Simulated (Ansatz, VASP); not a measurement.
**One calculation of HC20, two programs**

```
C H
1.0
     7.20155    0.00000    0.00000
    -3.31941    7.79078    0.00000
     0.00000    0.00000   22.79168
C H
40 2
Direct
  0.25011 0.16670 0.17550
  0.25011 0.66670 0.17550
  0.75011 0.16670 0.17550
  0.75011 0.66670 0.17550
  0.24989 0.33330 0.17550
  0.24989 0.83330 0.17550
  0.74989 0.33330 0.17550
  0.74989 0.83330 0.17550
  0.25011 0.41670 0.22913
  0.25011 0.91670 0.22913
  0.75011 0.41670 0.22913
  0.75011 0.91670 0.22913
  0.24989 0.08330 0.22913
  0.24989 0.58330 0.22913
  0.74989 0.08330 0.22913
  0.74989 0.58330 0.22913
  0.25005 0.16765 0.28273
  0.25005 0.66765 0.28273
  0.75005 0.16765 0.28273
  0.75005 0.66765 0.28273
  0.24995 0.33235 0.28273
  0.24995 0.83235 0.28273
  0.74995 0.33235 0.28273
  0.74995 0.83235 0.28273
  0.25006 0.41834 0.33654
  0.25006 0.91834 0.33654
  0.75006 0.41834 0.33654
  0.75006 0.91834 0.33654
  0.24994 0.08166 0.33654
  0.24994 0.58166 0.33654
  0.74994 0.08166 0.33654
  0.74994 0.58166 0.33654
  0.25019 0.17717 0.38574
  0.25019 0.67717 0.38574
  0.75019 0.17717 0.38574
  0.75019 0.67717 0.38574
  0.24981 0.32283 0.38574
  0.24981 0.82283 0.38574
  0.74981 0.32283 0.38574
  0.74981 0.82283 0.38574
  0.99981 0.26857 0.51737
  0.99981 0.37709 0.51737
```

Alike in both runs: task single point; functional LDA; k mesh 4 × 4 × 1; occupations gaussian, width 0.05 eV; no spin polarisation.

|  | VASP | Ansatz |
| --- | --- | --- |
| version | VASP 6.6.1 | Ansatz 0.2.0 |
| potentials or method | VASP PAW LDA potentials, release 64 (C, H), cutoff 520 eV | scalar-relativistic, plane waves, PAW |
| valence electrons in the cell | 162 | 162 |

```csv
,VASP,Ansatz,Ansatz less VASP
rms of the force components (eV/Å),1.823,1.831,+0.0083
```

Ansatz warns that its potentials were made for another functional, while VASP's fit it. LDA's correlation is that of Perdew and Zunger in VASP and of Perdew and Wang (1992) in Ansatz. Atom by atom the forces differ by 0.029 eV/Å (rms over components).
